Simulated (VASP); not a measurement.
# Al (P6_3/mmc) in VASP: settings compared

Al is run at these levels: r2SCAN, PBEsol; tasks: single point.

All numbers are computed with VASP 6.6.1; they aren't measurements. Logs are shortened: lines on timing, memory, paths and dates and some standing lists are left out, and cuts for length are marked.

### 1 The cell of the first run

It takes space group P6_3/mmc (No. 194, hexagonal). The conventional cell has a = 2.789 Å, b = 2.789 Å, c = 9.062 Å, α = 90.00°, β = 90.00°, γ = 120.00°. Within 3.7 Å of Al (site symmetry -6m2) lie 12 Al at 2.78 to 2.79 Å. Within 3.7 Å of Al (site symmetry -3m) lie 12 Al at 2.78 to 2.79 Å.

### 2 Single point, r2SCAN

POSCAR

```
Al
1.0
    2.7888685969      0.0000000000      0.0000000000
   -1.3944342984      2.4152310527      0.0000000000
    0.0000000000      0.0000000000      9.0618428096
Al
4
Direct
    0.6666666667      0.3333333333      0.7500000000
    0.0000000000      0.0000000000      0.5000000000
    0.3333333333      0.6666666667      0.2500000000
    0.0000000000      0.0000000000      0.0000000000
```

INCAR.step1

```
SYSTEM = Al
PREC = Accurate
ENCUT = 520
ISMEAR = -1
SIGMA = 0.05
LREAL = .False.
LASPH = .True.
NELM = 80
NBANDS = 14
GGA = PE
ALGO = Normal
EDIFF = 1E-4
LWAVE = .True.
LCHARG = .False.
```

INCAR.step2

```
SYSTEM = Al
PREC = Accurate
ENCUT = 520
EDIFF = 1E-6
ISMEAR = -1
SIGMA = 0.05
LREAL = .False.
LASPH = .True.
NELM = 80
ALGO = Normal
ISIF = 2
LWAVE = .False.
LCHARG = .False.
METAGGA = R2SCAN
LMIXTAU = .True.
NBANDS = 14
ISTART = 1
```

KPOINTS

```
Automatic mesh
0
Gamma
  11 11 3
  0 0 0
```

Potentials or basis: VASP PAW PBE potentials, release 64 (Al).

The run is started by

```bash
$ cat potpaw_PBE.64/Al/POTCAR > POTCAR
$ cp INCAR.step1 INCAR
$ mpirun -np 1 vasp_std > vasp.out
$ cp INCAR.step2 INCAR
$ mpirun -np 1 vasp_std > vasp.out
```

OUTCAR:

```text
SYSTEM = Al
   PREC = Accurate
   ENCUT = 520
   EDIFF = 1E-6
   ISMEAR = -1
   LREAL = .False.
   LASPH = .True.
   NELM = 80
   ISIF = 2
   METAGGA = R2SCAN
   ISTART = 1

 ion  position               nearest neighbor table
   1  0.667  0.333  0.750-   2 2.78   4 2.78   2 2.78   4 2.78   2 2.78   4 2.78
   2  0.000  0.000  0.500-   1 2.78   3 2.78   3 2.78   1 2.78   1 2.78   3 2.78
   3  0.333  0.667  0.250-   2 2.78   4 2.78   2 2.78   4 2.78   2 2.78   4 2.78
   4  0.000  0.000  0.000-   1 2.78   3 2.78   3 2.78   1 2.78   1 2.78   3 2.78

  LATTYP: Found a hexagonal cell.
 ALAT       =     2.7888685969
 C/A-ratio  =     3.2492899879

  Lattice vectors:

 A1 = (   2.7888685969,   0.0000000000,   0.0000000000)
 A2 = (  -1.3944342984,   2.4152310527,   0.0000000000)
 A3 = (   0.0000000000,   0.0000000000,   9.0618428096)

Analysis of symmetry for initial positions (statically):
=====================================================================
 Subroutine PRICEL returns:
 Original cell was already a primitive cell.

 Routine SETGRP: Setting up the symmetry group for a
 hexagonal supercell.

 Subroutine GETGRP returns: Found 24 space group operations
 (whereof 12 operations were pure point group operations)
 out of a pool of 24 trial point group operations.

The static configuration has the point symmetry D_3d.
 The point group associated with its full space group is D_6h.

Analysis of symmetry for dynamics (positions and initial velocities):
=====================================================================
 Subroutine PRICEL returns:
 Original cell was already a primitive cell.

 Routine SETGRP: Setting up the symmetry group for a
 hexagonal supercell.

 Subroutine GETGRP returns: Found 24 space group operations
 (whereof 12 operations were pure point group operations)
 out of a pool of 24 trial point group operations.

The dynamic configuration has the point symmetry D_3d.
 The point group associated with its full space group is D_6h.

 Subroutine INISYM returns: Found 24 space group operations
 (whereof 12 operations are pure point group operations),
 and found     1 'primitive' translations

----------------------------------------------------------------------------------------

                                     Primitive cell

  volume of cell :      61.0384

  direct lattice vectors                    reciprocal lattice vectors
     2.788868597  0.000000000  0.000000000     0.358568346  0.207019531  0.000000000
    -1.394434298  2.415231053  0.000000000     0.000000000  0.414039062  0.000000000
     0.000000000  0.000000000  9.061842810     0.000000000  0.000000000  0.110352830

  length of vectors
     2.788868597  2.788868597  9.061842810     0.414039062  0.414039062  0.110352830

  position of ions in fractional coordinates (direct lattice)
     0.666666667  0.333333333  0.750000000
     0.000000000  0.000000000  0.500000000
     0.333333333  0.666666667  0.250000000
     0.000000000  0.000000000  0.000000000

  ion indices of the primitive-cell ions
   primitive index   ion index
                 1           1
                 2           2
                 3           3
                 4           4

----------------------------------------------------------------------------------------

 KPOINTS: Automatic mesh

Automatic generation of k-mesh.
 Grid dimensions read from file:
 generate k-points for:   11   11    3

 Generating k-lattice:

  Cartesian coordinates                     Fractional coordinates (reciprocal lattice)
     0.032597122  0.018819957  0.000000000     0.090909091  0.000000000  0.000000000
     0.000000000  0.037639915  0.000000000     0.000000000  0.090909091  0.000000000
     0.000000000  0.000000000  0.036784277     0.000000000  0.000000000  0.333333333

  Length of vectors
     0.037639915  0.037639915  0.036784277

  Shift w.r.t. Gamma in fractional coordinates (k-lattice)
     0.000000000  0.000000000  0.000000000

 Subroutine IBZKPT returns following result:
 ===========================================

 Found     32 irreducible k-points:

 Following reciprocal coordinates:
            Coordinates               Weight
  0.000000  0.000000  0.000000      1.000000
  0.090909  0.000000  0.000000      6.000000
  0.181818  0.000000  0.000000      6.000000
  0.272727 -0.000000  0.000000      6.000000
  0.363636 -0.000000  0.000000      6.000000
  0.454545 -0.000000  0.000000      6.000000
[... 16 lines left out ...]
  0.090909  0.090909  0.333333     12.000000
  0.181818  0.090909  0.333333     24.000000
 [... further k-points ...]
   k-points           NKPTS =     32   k-points in BZ     NKDIM =     32   number of bands    NBANDS=     14
   number of dos      NEDOS =    301   number of ions     NIONS =      4
   total plane-waves  NPLWV =  40320
   dimension x,y,z NGX =    24 NGY =   24 NGZ =   70
   dimension x,y,z NGXF=    48 NGYF=   48 NGZF=  140
   ions per type =               4
   NGX,Y,Z   is equivalent  to a cutoff of  14.31, 14.31, 12.84 a.u.
   NGXF,Y,Z  is equivalent  to a cutoff of  28.61, 28.61, 25.68 a.u.
 SYSTEM =  Al
   PREC   = accura    normal or accurate (medium, high low for compatibility)
   ISTART =      1    job   : 0-new  1-cont  2-samecut
   ICHARG =      0    charge: 1-file 2-atom 10-const
   ISPIN  =      1    spin polarized calculation?
   LNONCOLLINEAR =      F non collinear calculations
   LSORBIT =      F    spin-orbit coupling
   LASPH  =      T    aspherical Exc in radial PAW
   ENCUT  =  520.0 eV  38.22 Ry    6.18 a.u.   5.19  5.19 16.85*2*pi/ulx,y,z
   NELM   =     80;   NELMIN=  2; NELMDL=  0     # of ELM steps
   EDIFF  = 0.1E-05   stopping-criterion for ELM
   LREAL  =      F    real-space projection
   EDIFFG = 0.1E-04   stopping-criterion for IOM
   NSW    =      0    number of steps for IOM
   IBRION =     -1    ionic relax: 0-MD 1-quasi-New 2-CG
   NFREE  =      0    steps in history (QN), initial steepest desc. (CG)
   ISIF   =      2    stress and relaxation
   ISYM   =      2    0-nonsym 1-usesym 2-fastsym
   POTIM  = 0.5000    time-step for ionic-motion
   TEBEG  =    0.0;   TEEND  =   0.0 temperature during run
   PSTRESS=    0.0 pullay stress
   NELECT =      12.0000    total number of electrons
   NUPDOWN=      -1.0000    fix difference up-down
   EMIN   =  10.00;   EMAX   =-10.00  energy-range for DOS
   EFERMI =   0.00;   METHOD = LEGACY
   ISMEAR =    -1;   SIGMA  =   0.05  broadening in eV -4-tet -1-fermi 0-gaus
   EFERMI_NEDOS =   21; number of points for ismear=-14 and -15
   IALGO  =     38    algorithm
   IMIX   =      4    mixing-type and parameters
     AMIX     =   0.40;   BMIX     =  1.00
     AMIX_MAG =   1.60;   BMIX_MAG =  1.00
  volume/ion in A,a.u.               =      15.26       102.98
  Fermi-wavevector in a.u.,A,eV,Ry     =   0.951921  1.798870 12.328963  0.906153
  Thomas-Fermi vector in A             =   2.080436
   LORBIT       =      0    0 simple, 1 ext, 2 COOP (PROOUT), +10 PAW based schemes
   METAGGA = R2SCAN    functional components
   LHFCALC =     F    Hartree Fock is set to
   AEXX    =    0.0000 exact exchange contribution
   IVDW    =     0    specifies the selected vdW correction
   LEPSILON=     F    determine dielectric tensor
   LRPA    =     F    only Hartree local field effects (RPA)
 non-spin polarized calculation
  energy-cutoff  :      520.00
  volume of cell :       61.04
 maximum number of plane-waves:      1661
 NGX is ok and might be reduce to    24
   NGX = 11   NGY = 11   NGZ = 33

 number of electron      12.0000000 magnetization

 Free energy of the ion-electron system (eV)
  ---------------------------------------------------
  ext. energy  EPLUGINS =         0.00000000
  ---------------------------------------------------
  free energy    TOTEN  =       -26.89675349 eV

  energy without entropy =      -26.88576108  energy(sigma->0) =      -26.89125728

 E-fermi :   8.9012     XC(G=0): -11.2028

 val. band max:        8.8926065320   @ k =   0.3636   0.2727   0.0000
 cond. band min:       8.9446801371   @ k =   0.2727   0.0909   0.0000
 fundamental gap:      0.0520736051
 Fermi energy:         8.9012441331

 k-point     1 :       0.0000    0.0000    0.0000
  band No.  band energies     occupation
      1      -3.5526      2.00000
      2      -1.6536      2.00000
      3      -1.6532      2.00000
      4       3.5621      2.00000
      5       4.2778      2.00000
      6      12.7863      0.00000
      7      12.7907      0.00000
      8      20.8030      0.00000
      9      20.8030      0.00000
     10      20.8542      0.00000
     11      20.8542      0.00000
     12      21.8143      0.00000
     13      21.8145      0.00000
     14      21.9128      0.00000

 k-point     2 :       0.0909    0.0000    0.0000
  band No.  band energies     occupation
      1      -3.3303      2.00000
      2      -1.4345      2.00000
      3      -1.4341      2.00000
      4       3.7681      2.00000
      5       4.4898      2.00000
      6      12.9469      0.00000
      7      12.9642      0.00000
      8      17.5403      0.00000
      9      18.9633      0.00000
     10      18.9849      0.00000
     11      19.0882      0.00000
     12      20.5078      0.00000
     13      20.5175      0.00000
     14      20.5272      0.00000

 k-point     3 :       0.1818    0.0000    0.0000
  band No.  band energies     occupation
      1      -2.6655      2.00000
      2      -0.7795      2.00000
      3      -0.7788      2.00000
      4       4.3861      2.00000
      5       5.1151      2.00000
      6      13.0187      0.00000
      7      13.3712      0.00000
      8      14.3135      0.00000
      9      15.3832      0.00000
     10      15.6195      0.00000
     11      17.4689      0.00000
     12      18.7040      0.00000
     13      19.0672      0.00000
     14      19.0699      0.00000
[... 324 lines left out ...]
 k-point    23 :       0.0909    0.0909    0.3333
  band No.  band energies     occupation
      1      -2.6754      2.00000
      2      -2.0435      2.00000
      3       0.4532      2.00000
      4       2.2887      2.00000
      5       7.1609      2.00000
      6      10.0683      0.00000
      7      15.5736      0.00000
      8      15.8708      0.00000
      9      16.4205      0.00000
     10      16.5218      0.00000
     11      17.1259      0.00000
     12      18.6907      0.00000
     13      18.9216      0.00000
     14      20.1132      0.00000

 k-point    24 :       0.1818    0.0909    0.3333
  band No.  band energies     occupation
      1      -1.7942      2.00000
      2      -1.1666      2.00000
      3       1.3120      2.00000
      4       3.1319      2.00000
      5       7.9285      2.00000
      6      10.6711      0.00000
      7      12.3905      0.00000
      8      12.9250      0.00000
      9      14.4683      0.00000
     10      14.6381      0.00000
     11      15.6529      0.00000
     12      16.7992      0.00000
     13      17.2400      0.00000
     14      18.3287      0.00000

 [... further k-points ...]
[... 5 lines left out ...]
  --------------------------------------------------------------------------------------
  -------------------------------------------------------------------------------------
  Total        1.2956204      1.2956204      2.2440550      0.0000000      0.0000000      0.0000000
  in kB       34.0083141     34.0083141     58.9034628      0.0000000      0.0000000      0.0000000
  external PRESSURE =      42.3066970 kB  Pullay stress =       0.0000000 kB

 VOLUME and BASIS-vectors are now :
 -----------------------------------------------------------------------------
  energy-cutoff  :      520.00
  volume of cell :       61.04
      direct lattice vectors                 reciprocal lattice vectors
     2.788868597  0.000000000  0.000000000     0.358568346  0.207019531  0.000000000
    -1.394434298  2.415231053  0.000000000     0.000000000  0.414039062  0.000000000
     0.000000000  0.000000000  9.061842810     0.000000000  0.000000000  0.110352830

 POSITION                                       TOTAL-FORCE (eV/Angst)
 -----------------------------------------------------------------------------------
      1.39443      0.80508      6.79638        -0.000000      0.000000     -0.000000
      0.00000      0.00000      4.53092         0.000000      0.000000      0.000000
     -0.00000      1.61015      2.26546         0.000000     -0.000000      0.000000
      0.00000      0.00000      0.00000         0.000000      0.000000      0.000000
 -----------------------------------------------------------------------------------
    total drift:                               -0.000000      0.000000      0.000000

  FREE ENERGIE OF THE ION-ELECTRON SYSTEM (eV)
  ---------------------------------------------------
  free  energy   TOTEN  =       -26.8967534926 eV

  energy  without entropy=      -26.8857610762  energy(sigma->0) =      -26.89125728
```

It took 90 s on 1 thread of Intel Xeon 6975P-C, shared host; peak memory 0.19 GiB.

Results:

```yaml
Free_energy: -26.8968 eV
Pressure: 4.2 GPa
Band_gap_on_the_k_mesh: zero (band 6 reaches 13.19 eV, above the bottom of band 7 at 6.87 eV)
```

Stress tensor (GPa, compression positive):
```
3.40 0.00 0.00
0.00 3.40 0.00
0.00 0.00 5.89
```

Caveat: the PAW data sets were made with another functional, which shifts forces and pressure a little.

### 3 Single point, r2SCAN

This run uses another cell than the first one, of 15.58 Å³/atom, 1.021 times its volume.

POSCAR

```
Al
1.0
    2.8081027812      0.0000000000      0.0000000000
   -1.4040513906      2.4318883449      0.0000000000
    0.0000000000      0.0000000000      9.1243402522
Al
4
Direct
    0.6666666667      0.3333333333      0.7500000000
    0.0000000000      0.0000000000      0.5000000000
    0.3333333333      0.6666666667      0.2500000000
    0.0000000000      0.0000000000      0.0000000000
```

INCAR.step1

```
PREC     = Accurate       # precision mode
ENCUT    = 520            # plane-wave cutoff, eV
ISMEAR   = -1             # smearing method
SIGMA    = 0.05           # smearing width, eV
LREAL    = F              # projectors in reciprocal space
LASPH    = T              # aspherical terms in the spheres
NELM     = 60             # most SCF steps
NBANDS   = 14             # bands
GGA      = PE             # functional
ALGO     = Normal         # electronic algorithm
EDIFF    = 1E-4           # SCF threshold, eV
LWAVE    = T              # write WAVECAR
LCHARG   = F              # write CHGCAR
```

INCAR.step2

```
PREC     = Accurate       # precision mode
ENCUT    = 520            # plane-wave cutoff, eV
EDIFF    = 1E-6           # SCF threshold, eV
ISMEAR   = -1             # smearing method
SIGMA    = 0.05           # smearing width, eV
LREAL    = F              # projectors in reciprocal space
LASPH    = T              # aspherical terms in the spheres
NELM     = 60             # most SCF steps
ALGO     = Normal         # electronic algorithm
ISIF     = 2              # what is computed and relaxed
LWAVE    = F              # write WAVECAR
LCHARG   = T              # write CHGCAR
METAGGA  = R2SCAN         # meta-GGA
LMIXTAU  = T            
LELF     = T              # ELF
LVHAR    = T            
NBANDS   = 14             # bands
ISTART   = 1
```

KPOINTS

```
regular mesh
0
Gamma
  11 11 3
```

Potentials or basis: VASP PAW PBE potentials, release 64 (Al).

The run is started by

```bash
$ cat potpaw_PBE.64/Al/POTCAR > POTCAR
$ cp INCAR.step1 INCAR
$ mpirun -np 1 vasp_std > vasp.out
$ cp INCAR.step2 INCAR
$ mpirun -np 1 vasp_std > vasp.out
```

Wall time 85 s (1 thread of Intel Xeon 6975P-C, shared host); peak memory 0.19 GiB.

The run converged. Its results:

```
Free energy            : -26.9214 eV
Pressure               : 2.1 GPa
Band gap on the k mesh : zero (band 6 reaches 12.92 eV, above the bottom of band 7 at 6.65 eV)
```

Stress tensor (GPa, compression positive):
```
1.31 0.00 0.00
0.00 1.31 0.00
0.00 0.00 3.60
```

Levels at points of the mesh, in eV from the Fermi level:
```tsv
k point	band 3	band 4	band 5	band 6	band 7	band 8
(0.00, 0.00, 0.00)	-10.42	-5.25	-4.59	3.85	3.85	11.74
```

Caveat: the PAW data sets were made with another functional, which shifts forces and pressure a little.

(Continued in part 2 of 2.)
